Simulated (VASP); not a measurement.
# Ga (Pm-3m) in VASP: further runs, part 2 of 2

VASP 6.6.1. The steps go on from the part before.

## 6. Single point, PBE

This run uses another cell than the first one, of 20.85 Å³/atom, 1.106 times its volume.

The input, INCAR:

```
PREC = Accurate ; ENCUT = 520
EDIFF = 1E-6 ; ISMEAR = -1
SIGMA = 0.05 ; LREAL = F
LASPH = T ; NELM = 60
ALGO = Normal ; ISIF = 2
LWAVE = F ; LCHARG = F
GGA = PE ; NBANDS = 12
```

The input, KPOINTS:

```
regular mesh
0
Gamma
  10 10 10
```

The input, POSCAR:

```
Ga
1.0
    2.7522272573      0.0000000000      0.0000000000
    0.0000000000      2.7522272573      0.0000000000
    0.0000000000      0.0000000000      2.7522272573
Ga
1
Direct
    0.0000000000      0.0000000000      0.0000000000
```

Potentials or basis: VASP PAW PBE potentials, release 64 (Ga_d).

The run is started by

```
> cat potpaw_PBE.64/Ga_d/POTCAR > POTCAR
> mpirun -np 1 vasp_std > vasp.out
```

OUTCAR:

```text
PREC = Accurate
   ENCUT = 520
   EDIFF = 1E-6
   ISMEAR = -1
   LREAL = F
   LASPH = T
   NELM = 60
   ISIF = 2
   GGA = PE

 ion  position               nearest neighbor table
   1  0.000  0.000  0.000-

  LATTYP: Found a simple cubic cell.
 ALAT       =     2.7522272573

  Lattice vectors:

 A1 = (   2.7522272573,   0.0000000000,   0.0000000000)
 A2 = (   0.0000000000,   2.7522272573,   0.0000000000)
 A3 = (   0.0000000000,   0.0000000000,   2.7522272573)

Analysis of symmetry for initial positions (statically):
=====================================================================
 Subroutine PRICEL returns:
 Original cell was already a primitive cell.

 Routine SETGRP: Setting up the symmetry group for a
 simple cubic supercell.

 Subroutine GETGRP returns: Found 48 space group operations
 (whereof 48 operations were pure point group operations)
 out of a pool of 48 trial point group operations.

The static configuration has the point symmetry O_h .

Analysis of symmetry for dynamics (positions and initial velocities):
=====================================================================
[... 158 lines left out ...]
 cond. band min:       4.4986502558   @ k =   0.4000   0.4000   0.1000
 fundamental gap:      0.1206306605
 Fermi energy:         4.4565199922

 k-point     1 :       0.0000    0.0000    0.0000
  band No.  band energies     occupation
      1     -10.6173      2.00000
      2     -10.6173      2.00000
      3     -10.1497      2.00000
      4     -10.1497      2.00000
      5     -10.1497      2.00000
      6      -5.8607      2.00000
      7      13.1301      0.00000
      8      13.1301      0.00000
      9      13.1301      0.00000
     10      16.0760      0.00000
     11      16.0760      0.00000
     12      18.3254      0.00000
[... 331 lines left out ...]
 k-point    24 :       0.3000    0.1000    0.1000
  band No.  band energies     occupation
      1     -10.5464      2.00000
      2     -10.3865      2.00000
      3     -10.2541      2.00000
      4     -10.2480      2.00000
      5     -10.1670      2.00000
      6      -3.6922      2.00000
      7       4.8890      0.00035
      8      12.3159      0.00000
      9      12.9938      0.00000
     10      20.2117      0.00000
     11      20.5837      0.00000
     12      21.8098      0.00000

 [... further k-points ...]
[... 5 lines left out ...]
  --------------------------------------------------------------------------------------
  -------------------------------------------------------------------------------------
  Total       -0.1616952     -0.1616952     -0.1616952      0.0000000     -0.0000000     -0.0000000
  in kB      -12.4266722    -12.4266722    -12.4266722      0.0000000     -0.0000000     -0.0000000
  external PRESSURE =     -12.4266722 kB  Pullay stress =       0.0000000 kB

 VOLUME and BASIS-vectors are now :
 -----------------------------------------------------------------------------
  energy-cutoff  :      520.00
  volume of cell :       20.85
      direct lattice vectors                 reciprocal lattice vectors
     2.752227257  0.000000000  0.000000000     0.363342089  0.000000000  0.000000000
     0.000000000  2.752227257  0.000000000     0.000000000  0.363342089  0.000000000
     0.000000000  0.000000000  2.752227257     0.000000000  0.000000000  0.363342089

 POSITION                                       TOTAL-FORCE (eV/Angst)
 -----------------------------------------------------------------------------------
      0.00000      0.00000      0.00000         0.000000      0.000000      0.000000
 -----------------------------------------------------------------------------------
    total drift:                               -0.000000     -0.000000     -0.000000

  FREE ENERGIE OF THE ION-ELECTRON SYSTEM (eV)
  ---------------------------------------------------
  free  energy   TOTEN  =        -2.8291338775 eV

  energy  without entropy=       -2.8242827639  energy(sigma->0) =       -2.82670832
```

OSZICAR:

```text
N       E                     dE             d eps       ncg     rms          rms(c)
DAV:   1     0.444662582007E+02    0.44466E+02   -0.66701E+03  1468   0.179E+03
DAV:   2    -0.402008464227E+00   -0.44868E+02   -0.43075E+02  1428   0.258E+02
DAV:   3    -0.282250822489E+01   -0.24205E+01   -0.24167E+01  1588   0.484E+01
DAV:   4    -0.284733409112E+01   -0.24826E-01   -0.24823E-01  1528   0.520E+00
DAV:   5    -0.284761104290E+01   -0.27695E-03   -0.27695E-03  1568   0.518E-01    0.852E-01
DAV:   6    -0.283103718563E+01    0.16574E-01   -0.36078E-02  1652   0.360E+00    0.427E-01
DAV:   7    -0.282924612178E+01    0.17911E-02   -0.61684E-03  1836   0.123E+00    0.129E-01
DAV:   8    -0.282912665628E+01    0.11947E-03   -0.65344E-04  1536   0.404E-01    0.140E-02
DAV:   9    -0.282913347642E+01   -0.68201E-05   -0.10988E-05  1552   0.323E-02    0.306E-03
DAV:  10    -0.282913387754E+01   -0.40111E-06   -0.43409E-07  1072   0.899E-03
   1 F= -.28291339E+01 E0= -.28267083E+01  d E =-.485111E-02
```

It took 7.9 s on 1 thread of AMD EPYC 7R43 (Zen 3), shared host; peak memory 0.09 GiB.

What came out:

```yaml
Free_energy: -2.8291 eV
Pressure: -1.2 GPa
```

Levels at points of the mesh, in eV from the Fermi level:
```csv
k point,band 4,band 5,band 6,band 7,band 8,band 9
"(0.00, 0.00, 0.00)",-14.61,-14.61,-10.32,8.67,8.67,8.67
"(0.50, 0.00, 0.00)",-14.73,-14.60,-6.16,-3.93,11.93,11.93
"(0.50, 0.50, 0.00)",-14.72,-14.48,-1.82,-0.62,-0.62,4.21
"(0.50, 0.50, 0.50)",-14.47,-14.47,2.53,2.53,2.53,3.29
```

## 7. Overview

```csv
cell,gap on the mesh (eV),pressure (GPa)
"a = 2.661 Å, 1 atom",none,3.3
"a = 2.680 Å, 1 atom",none,2.0
"a = 2.698 Å, 1 atom",none,1.1
"a = 2.734 Å, 1 atom",none,-0.4
"a = 2.752 Å, 1 atom",none,-1.2
```

Alike in all rows: task single point; level PBE; potentials or basis VASP PAW PBE potentials, release 64 (Ga_d); no spin polarisation; k mesh 10 × 10 × 10; cutoff (eV) 520; smearing fermi-dirac 0.05 eV.

Total energies depend on the potentials used, so only differences within one code and one set of settings carry meaning.
